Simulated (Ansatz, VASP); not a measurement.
**One calculation of KPt, two programs**

Contents of INCAR:

```
SYSTEM = KPt
PREC     = Accurate       ! precision mode
ENCUT    = 520            ! plane-wave cutoff, eV
EDIFF    = 1E-7           ! SCF threshold, eV
ISMEAR   = -1             ! smearing method
SIGMA    = 0.05           ! smearing width, eV
LREAL    = .False.        ! projectors in reciprocal space
LASPH    = .True.         ! aspherical terms in the spheres
NELM     = 60             ! most SCF steps
ALGO     = Normal         ! electronic algorithm
ISIF     = 2              ! what is computed and relaxed
LWAVE    = .False.        ! write WAVECAR
LCHARG   = .True.         ! write CHGCAR
GGA      = B5             ! functional
ALDAX    = 1.0          
AGGAX    = 1.0          
AGGAC    = 1.0          
ALDAC    = 0.0          
LELF     = .True.         ! ELF
LVHAR    = .True.       
NBANDS   = 16             ! bands
```

KPOINTS

```
regular mesh
0
Gamma
  10 10 5
  0 0 0
```

POSCAR

```
KPt
1.0
    2.9395883087      0.0000000000      0.0000000000
   -1.4697941543      2.5457581520      0.0000000000
    0.0000000000      0.0000000000      5.2364539519
Pt K
1 1
Direct
    0.6666666667      0.3333333333      0.0000000000
    0.0000000000      0.0000000000      0.5000000000
```

input.yaml

```yaml
crystal:
  lattice:
    - [2.9395883087, 0.0, 0.0]
    - [-1.4697941543, 2.545758152, 0.0]
    - [0.0, 0.0, 5.2364539519]
  atoms:
    - { symbol: Pt, position: [0.6666666667, 0.3333333333, 0.0] }
    - { symbol: K, position: [0.0, 0.0, 0.5] }
hamiltonian:
  xc: blyp
  pseudopotentials: { kind: paw }
kpoints:
  mp_grid: { grid: [10, 10, 5] }
scf:
  occupations: { method: fermi_dirac, width: 0.05 }
output:
  forces: true
  stress: true
  eigenvalues: true
  write_density: true
  write_potential: true
  elf: true
  volumetric_format: npy
```

Alike in both runs: task single point; functional BLYP; k mesh 10 × 10 × 5; occupations fermi-dirac, width 0.05 eV; no spin polarisation.

|  | VASP | Ansatz |
| --- | --- | --- |
| version | VASP 6.6.1 | Ansatz 0.2.0 |
| potentials or method | VASP PAW PBE potentials, release 64 (Pt, K_sv) | Ansatz PAW |
| plane-wave cutoff (eV) | 520 | 420 |
| valence electrons in the cell | 19 | 27 |

|  | VASP | Ansatz | Ansatz less VASP |
| --- | --- | --- | --- |
| gap on the k mesh at the Fermi level (eV) | none | none | - |
| pressure (GPa) | 10.7 | 10.1 | -0.58 |
| traceless stress, the component that is largest in VASP (GPa) | -0.63 | -0.68 | -0.050 |

VASP's potentials were made for PBE, not for BLYP. A gap of «none» marks a metal or a gap that the smearing closes. VASP's potentials hold 19 valence electrons a cell and Ansatz's 27, so a difference there can come from the potentials and not from the codes.

Neither program's run includes spin-orbit coupling.
